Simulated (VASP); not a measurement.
Write the native input for VASP 6.6.1 that does the following.

```
Task                   : single point
Functional             : PBE
Potentials or basis    : VASP PAW PBE potentials, release 64 (Au)
Cutoff                 : 520 eV
k mesh                 : 14 × 14 × 14
Occupations            : fermi-dirac, width 0.08 eV
Spin                   : non-collinear spin, zero start, spin-orbit coupling
Starting moments       : [[0.0, 0.0, 0.0]] μB
Dipole correction      : no
Further INCAR settings : ALGO = Normal; EDIFF = 1e-07; NBANDS = 22
```

The structure of Au lies in POSCAR:

```
Au
1.0
    0.0000000000      2.0455000000      2.0455000000
    2.0455000000      0.0000000000      2.0455000000
    2.0455000000      2.0455000000      0.0000000000
Au
1
Direct
    0.0000000000      0.0000000000      0.0000000000
```

The input as run:

INCAR

```
PREC = Accurate ; ENCUT = 520
EDIFF = 1E-7 ; ISMEAR = -1
SIGMA = 0.08 ; LREAL = False
LASPH = True ; NELM = 150
ALGO = Normal ; ISIF = 2
LWAVE = False ; LCHARG = False
MAGMOM = 0 0 0 ; LORBIT = 11
LSORBIT = True ; GGA_COMPAT = False
LORBMOM = True ; LMAXMIX = 4
GGA = PE ; NBANDS = 22
```

KPOINTS

```
regular mesh
0
Gamma
  14 14 14
```

Potentials or basis: VASP PAW PBE potentials, release 64 (Au).

The run is started by

```bash
$ cat potpaw_PBE.64/Au/POTCAR > POTCAR
$ mpirun -np 1 vasp_ncl > vasp.out
```

It gave:

```yaml
Pressure: 6.4 GPa
Net_moment: 0.00 μB per cell
Valence_electrons_inside_the_program's_atomic_spheres: Au 9.65
```

It took 110 s on 1 thread of Intel Xeon 8259CL, with other jobs on the host, peak memory 0.23 GiB.
